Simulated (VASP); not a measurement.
# TlOs (L11 type) (R-3m) in VASP: a series of runs

Aim: see how the results for TlOs (L11 type) move with the level of theory and the settings. Levels: PBE, PBEsol. Tasks: electric field gradients.

Everything below comes from runs of VASP 6.6.1. Logs are shortened: lines on timing, memory, paths and dates and some standing lists are left out, and cuts for length are marked.

**1. The cell of the first run**

Symmetry: R-3m, No. 166, trigonal system. The conventional cell has a = 3.075 Å, b = 3.075 Å, c = 13.175 Å, α = 90.00°, β = 90.00°, γ = 120.00°. Within 3.7 Å of Os (site symmetry -3m) lie 6 Tl at 2.82 Å and 6 Os at 3.07 Å. Tl (site symmetry -3m) has 6 Os at 2.82 Å and 6 Tl at 3.07 Å within 3.7 Å.

**2. Electric field gradients, PBE**

The input, INCAR:

```
PREC     = Accurate       # precision mode
ENCUT    = 520            # plane-wave cutoff, eV
EDIFF    = 1E-8           # SCF threshold, eV
ISMEAR   = -1             # smearing method
SIGMA    = 0.05           # smearing width, eV
LREAL    = False          # projectors in reciprocal space
LASPH    = True           # aspherical terms in the spheres
NELM     = 80             # most SCF steps
ALGO     = Normal         # electronic algorithm
ISIF     = 2              # what is computed and relaxed
LWAVE    = False          # write WAVECAR
LCHARG   = False          # write CHGCAR
GGA      = PE             # functional
LEFG     = True         
NBANDS   = 18             # bands
```

The input, KPOINTS:

```
Automatic mesh
0
Gamma
  12 12 12
```

The input, POSCAR:

```
TlOs
1.0
    1.5374127670     -0.8876256748      4.3915178759
    0.0000000000      1.7752513497      4.3915178759
   -1.5374127670     -0.8876256748      4.3915178759
Os Tl
1 1
Direct
    0.0000000000      0.0000000000      0.0000000000
    0.5000000000      0.5000000000      0.5000000000
```

Potentials or basis: VASP PAW PBE potentials, release 64 (Os, Tl_d).

Command:

```
$ cat potpaw_PBE.64/Os/POTCAR potpaw_PBE.64/Tl_d/POTCAR > POTCAR
$ mpirun -np 1 vasp_std > vasp.out
```

OUTCAR:

```text
PREC = Accurate
   ENCUT = 520
   EDIFF = 1E-8
   ISMEAR = -1
   LREAL = False
   LASPH = True
   NELM = 80
   ISIF = 2
   GGA = PE

 ion  position               nearest neighbor table
   1  0.000  0.000  0.000-   2 2.82   2 2.82   2 2.82   2 2.82   2 2.82   2 2.82
   2  0.500  0.500  0.500-   1 2.82   1 2.82   1 2.82   1 2.82   1 2.82   1 2.82

  LATTYP: Found a trigonal (rhomboedric) cell.
 ALAT       =     4.7367654163
 COS(alpha) =     0.7893084066

  Lattice vectors:

 A1 = (   1.5374127670,  -0.8876256748,   4.3915178759)
 A2 = (   0.0000000000,   1.7752513497,   4.3915178759)
 A3 = (  -1.5374127670,  -0.8876256748,   4.3915178759)

Analysis of symmetry for initial positions (statically):
=====================================================================
 Subroutine PRICEL returns:
 Original cell was already a primitive cell.

 Routine SETGRP: Setting up the symmetry group for a
 trigonal (rhombohedral) supercell.

 Subroutine GETGRP returns: Found 12 space group operations
 (whereof 12 operations were pure point group operations)
 out of a pool of 12 trial point group operations.

The static configuration has the point symmetry D_3d.

Analysis of symmetry for dynamics (positions and initial velocities):
=====================================================================
 Subroutine PRICEL returns:
 Original cell was already a primitive cell.

 Routine SETGRP: Setting up the symmetry group for a
 trigonal (rhombohedral) supercell.

 Subroutine GETGRP returns: Found 12 space group operations
 (whereof 12 operations were pure point group operations)
 out of a pool of 12 trial point group operations.

The dynamic configuration has the point symmetry D_3d.

 Subroutine INISYM returns: Found 12 space group operations
 (whereof 12 operations are pure point group operations),
 and found     1 'primitive' translations

----------------------------------------------------------------------------------------

                                     Primitive cell

  volume of cell :      35.9572

  direct lattice vectors                    reciprocal lattice vectors
     1.537412767 -0.887625675  4.391517876     0.325221704 -0.187766838  0.075903900
     0.000000000  1.775251350  4.391517876     0.000000000  0.375533677  0.075903900
    -1.537412767 -0.887625675  4.391517876    -0.325221704 -0.187766838  0.075903900

  length of vectors
     4.736765416  4.736765416  4.736765416     0.383127843  0.383127844  0.383127843

  position of ions in fractional coordinates (direct lattice)
     0.000000000  0.000000000  0.000000000
     0.500000000  0.500000000  0.500000000

  ion indices of the primitive-cell ions
   primitive index   ion index
                 1           1
                 2           2

----------------------------------------------------------------------------------------

 KPOINTS: Automatic mesh

Automatic generation of k-mesh.
 Grid dimensions read from file:
 generate k-points for:   12   12   12

 Generating k-lattice:

  Cartesian coordinates                     Fractional coordinates (reciprocal lattice)
     0.027101809 -0.015647237  0.006325325     0.083333333  0.000000000  0.000000000
     0.000000000  0.031294473  0.006325325     0.000000000  0.083333333  0.000000000
    -0.027101809 -0.015647237  0.006325325     0.000000000  0.000000000  0.083333333

  Length of vectors
     0.031927320  0.031927320  0.031927320

  Shift w.r.t. Gamma in fractional coordinates (k-lattice)
     0.000000000  0.000000000  0.000000000

 Subroutine IBZKPT returns following result:
 ===========================================

 Found    189 irreducible k-points:

 Following reciprocal coordinates:
            Coordinates               Weight
  0.000000  0.000000  0.000000      1.000000
  0.083333 -0.000000  0.000000      6.000000
  0.166667  0.000000 -0.000000      6.000000
  0.250000 -0.000000 -0.000000      6.000000
  0.333333  0.000000 -0.000000      6.000000
  0.416667  0.000000  0.000000      6.000000
[... 16 lines left out ...]
  0.500000  0.166667  0.000000     12.000000
 -0.416667  0.166667  0.000000     12.000000
 [... further k-points ...]
   k-points           NKPTS =    189   k-points in BZ     NKDIM =    189   number of bands    NBANDS=     18
   number of dos      NEDOS =    301   number of ions     NIONS =      2
   total plane-waves  NPLWV =  46656
   dimension x,y,z NGX =    36 NGY =   36 NGZ =   36
   dimension x,y,z NGXF=    72 NGYF=   72 NGZF=   72
   ions per type =               1   1
   NGX,Y,Z   is equivalent  to a cutoff of  12.63, 12.63, 12.63 a.u.
   NGXF,Y,Z  is equivalent  to a cutoff of  25.27, 25.27, 25.27 a.u.
 SYSTEM =  unknown system
   PREC   = accura    normal or accurate (medium, high low for compatibility)
   ISTART =      0    job   : 0-new  1-cont  2-samecut
   ICHARG =      2    charge: 1-file 2-atom 10-const
   ISPIN  =      1    spin polarized calculation?
   LNONCOLLINEAR =      F non collinear calculations
   LSORBIT =      F    spin-orbit coupling
   LASPH  =      T    aspherical Exc in radial PAW
   ENCUT  =  520.0 eV  38.22 Ry    6.18 a.u.   8.81  8.81  8.81*2*pi/ulx,y,z
   NELM   =     80;   NELMIN=  2; NELMDL= -5     # of ELM steps
   EDIFF  = 0.1E-07   stopping-criterion for ELM
   LREAL  =      F    real-space projection
   EDIFFG = 0.1E-06   stopping-criterion for IOM
   NSW    =      0    number of steps for IOM
   IBRION =     -1    ionic relax: 0-MD 1-quasi-New 2-CG
   NFREE  =      0    steps in history (QN), initial steepest desc. (CG)
   ISIF   =      2    stress and relaxation
   ISYM   =      2    0-nonsym 1-usesym 2-fastsym
   POTIM  = 0.5000    time-step for ionic-motion
   TEBEG  =    0.0;   TEEND  =   0.0 temperature during run
   PSTRESS=    0.0 pullay stress
   NELECT =      21.0000    total number of electrons
   NUPDOWN=      -1.0000    fix difference up-down
   EMIN   =  10.00;   EMAX   =-10.00  energy-range for DOS
   EFERMI =   0.00;   METHOD = LEGACY
   ISMEAR =    -1;   SIGMA  =   0.05  broadening in eV -4-tet -1-fermi 0-gaus
   EFERMI_NEDOS =   21; number of points for ismear=-14 and -15
   IALGO  =     38    algorithm
   IMIX   =      4    mixing-type and parameters
     AMIX     =   0.40;   BMIX     =  1.00
     AMIX_MAG =   1.60;   BMIX_MAG =  1.00
  volume/ion in A,a.u.               =      17.98       121.33
  Fermi-wavevector in a.u.,A,eV,Ry     =   1.368419  2.585937 25.477879  1.872571
  Thomas-Fermi vector in A             =   2.494385
   LORBIT       =      0    0 simple, 1 ext, 2 COOP (PROOUT), +10 PAW based schemes
   GGA     = PE    functional components
[... 5 lines left out ...]
 non-spin polarized calculation
  energy-cutoff  :      520.00
  volume of cell :       35.96
 maximum number of plane-waves:       984
   NGX = 17   NGY = 17   NGZ = 17

 number of electron      20.9999998 magnetization

 Free energy of the ion-electron system (eV)
  ---------------------------------------------------
  ext. energy  EPLUGINS =         0.00000000
  ---------------------------------------------------
  free energy    TOTEN  =       -11.09494436 eV

  energy without entropy =      -11.07872468  energy(sigma->0) =      -11.08683452

 E-fermi :   9.2580     XC(G=0): -12.6462

 val. band max:        9.2564237900   @ k =   0.3333   0.2500   0.2500
 cond. band min:       9.2594116393   @ k =  -0.3333   0.5000   0.3333
 fundamental gap:      0.0029878494
 Fermi energy:         9.2579709347

 k-point     1 :       0.0000    0.0000    0.0000
  band No.  band energies     occupation
      1      -3.4668      2.00000
      2      -2.9773      2.00000
      3      -2.9773      2.00000
      4      -2.3581      2.00000
      5      -2.3393      2.00000
      6      -2.3393      2.00000
[... 10 lines left out ...]
     17      21.6957      0.00000
     18      24.9886      0.00000

 k-point     2 :       0.0833   -0.0000    0.0000
  band No.  band energies     occupation
      1      -3.3737      2.00000
      2      -2.9974      2.00000
      3      -2.9123      2.00000
      4      -2.3892      2.00000
      5      -2.3441      2.00000
      6      -2.2124      2.00000
[... 10 lines left out ...]
     17      21.9166      0.00000
     18      24.2343      0.00000

 k-point     3 :       0.1667    0.0000   -0.0000
  band No.  band energies     occupation
      1      -3.2504      2.00000
      2      -2.9617      2.00000
      3      -2.7310      2.00000
      4      -2.5211      2.00000
      5      -2.3560      2.00000
      6      -1.7248      2.00000
[... 10 lines left out ...]
     17      22.1736      0.00000
     18      23.1591      0.00000

 k-point     4 :       0.2500   -0.0000   -0.0000
  band No.  band energies     occupation
      1      -3.3259      2.00000
      2      -2.7412      2.00000
      3      -2.6918      2.00000
      4      -2.4862      2.00000
      5      -2.3571      2.00000
      6      -0.8227      2.00000
[... 10 lines left out ...]
     17      21.2107      0.00000
     18      23.8297      0.00000

 k-point     5 :       0.3333    0.0000   -0.0000
  band No.  band energies     occupation
      1      -3.4461      2.00000
      2      -2.8526      2.00000
      3      -2.5219      2.00000
      4      -2.4143      2.00000
      5      -2.1690      2.00000
      6       0.4769      2.00000
[... 10 lines left out ...]
     17      21.0869      0.00000
     18      22.6181      0.00000

 k-point     6 :       0.4167    0.0000    0.0000
  band No.  band energies     occupation
      1      -3.5367      2.00000
      2      -2.9646      2.00000
      3      -2.4231      2.00000
      4      -2.3731      2.00000
      5      -1.9576      2.00000
      6       2.0812      2.00000
[... 307 lines left out ...]
 k-point    21 :       0.3333    0.1667    0.0000
  band No.  band energies     occupation
      1      -3.1388      2.00000
      2      -2.9122      2.00000
      3      -2.7827      2.00000
      4      -2.4936      2.00000
      5      -2.3395      2.00000
      6      -0.0559      2.00000
[... 10 lines left out ...]
     17      21.8721      0.00000
     18      24.3346      0.00000

 k-point    22 :       0.4167    0.1667    0.0000
  band No.  band energies     occupation
      1      -3.1891      2.00000
      2      -2.8915      2.00000
      3      -2.7071      2.00000
      4      -2.5317      2.00000
      5      -2.2313      2.00000
      6       1.2283      2.00000
[... 10 lines left out ...]
     17      20.2783      0.00000
     18      23.6348      0.00000

 k-point    23 :       0.5000    0.1667    0.0000
  band No.  band energies     occupation
      1      -3.2540      2.00000
      2      -2.9572      2.00000
      3      -2.5956      2.00000
      4      -2.4707      2.00000
      5      -2.1767      2.00000
      6       2.7265      2.00000
[... 10 lines left out ...]
     17      19.7715      0.00000
     18      22.1782      0.00000

 k-point    24 :      -0.4167    0.1667    0.0000
  band No.  band energies     occupation
      1      -3.2813      2.00000
      2      -2.9704      2.00000
      3      -2.6174      2.00000
      4      -2.3691      2.00000
      5      -2.1808      2.00000
      6       4.0950      2.00000
[... 10 lines left out ...]
     17      19.4711      0.00000
     18      22.3578      0.00000

 [... further k-points ...]
[... 5 lines left out ...]
  --------------------------------------------------------------------------------------
  -------------------------------------------------------------------------------------
  Total        0.8686601      0.8686601      1.2358104      0.0000000      0.0000000     -0.0000000
  in kB       38.7056381     38.7056381     55.0650688      0.0000000      0.0000000     -0.0000000
  external PRESSURE =      44.1587817 kB  Pullay stress =       0.0000000 kB

 VOLUME and BASIS-vectors are now :
 -----------------------------------------------------------------------------
  energy-cutoff  :      520.00
  volume of cell :       35.96
      direct lattice vectors                 reciprocal lattice vectors
     1.537412767 -0.887625675  4.391517876     0.325221704 -0.187766838  0.075903900
     0.000000000  1.775251350  4.391517876     0.000000000  0.375533677  0.075903900
    -1.537412767 -0.887625675  4.391517876    -0.325221704 -0.187766838  0.075903900

 POSITION                                       TOTAL-FORCE (eV/Angst)
 -----------------------------------------------------------------------------------
      0.00000      0.00000      0.00000        -0.000000     -0.000000      0.000000
      0.00000      0.00000      6.58728         0.000000      0.000000     -0.000000
 -----------------------------------------------------------------------------------
    total drift:                               -0.000000     -0.000000      0.000000

  FREE ENERGIE OF THE ION-ELECTRON SYSTEM (eV)
  ---------------------------------------------------
  free  energy   TOTEN  =       -11.0949443642 eV

  energy  without entropy=      -11.0787246791  energy(sigma->0) =      -11.08683452

 Electric field gradients (V/A^2)
---------------------------------------------------------------------
 ion       V_xx      V_yy      V_zz      V_xy      V_xz      V_yz
---------------------------------------------------------------------
   1      62.866    62.866  -125.732    -0.000     0.000    -0.000
   2     201.248   201.248  -402.495    -0.000     0.000    -0.000
---------------------------------------------------------------------

 Electric field gradients after diagonalization (V/A^2)
 (convention: |V_zz| > |V_xx| > |V_yy|)
----------------------------------------------------------------------
 ion       V_xx      V_yy      V_zz     asymmetry (V_yy - V_xx)/ V_zz
----------------------------------------------------------------------
   1      62.866    62.866  -125.732       0.000
   2     201.248   201.248  -402.495       0.000
----------------------------------------------------------------------

           NMR quadrupolar parameters

 Cq : quadrupolar parameter    Cq=e*Q*V_zz/h
 eta: asymmetry parameters     (V_yy - V_xx)/ V_zz
 Q  : nuclear electric quadrupole moment in mb (millibarn)
----------------------------------------------------------------------
 ion       Cq(MHz)       eta       Q (mb)
----------------------------------------------------------------------
   1      -0.304       0.000       1.000
   2      -0.973       0.000       1.000
----------------------------------------------------------------------
```

Wall time 2.7 min (1 thread of Intel Xeon Platinum 8375C at 2.90GHz (Ice Lake), shared host); peak memory 0.3 GiB.

What came out:

* Free energy: -11.0949 eV
* Pressure: 4.4 GPa
* Band gap on the k mesh: zero (an odd number of electrons rules out a gap without spin polarisation)
* Largest electric field gradient by atom: Os -125.7; Tl -402.5 V/Å²

Electric field gradients, principal values (V/Å²):
```csv
atom,least,middle,greatest (by size)
1 Os,62.866,62.866,-125.732
2 Tl,201.248,201.248,-402.495
```

Caveat: the cell stands under pressure; without QUAD_EFG the Cq values of the log hold for a quadrupole moment of 1 mb, not for the nuclei; spin-orbit coupling is left out, which moves the levels of the heavy elements.

(Part 1 of 2 ends here.)
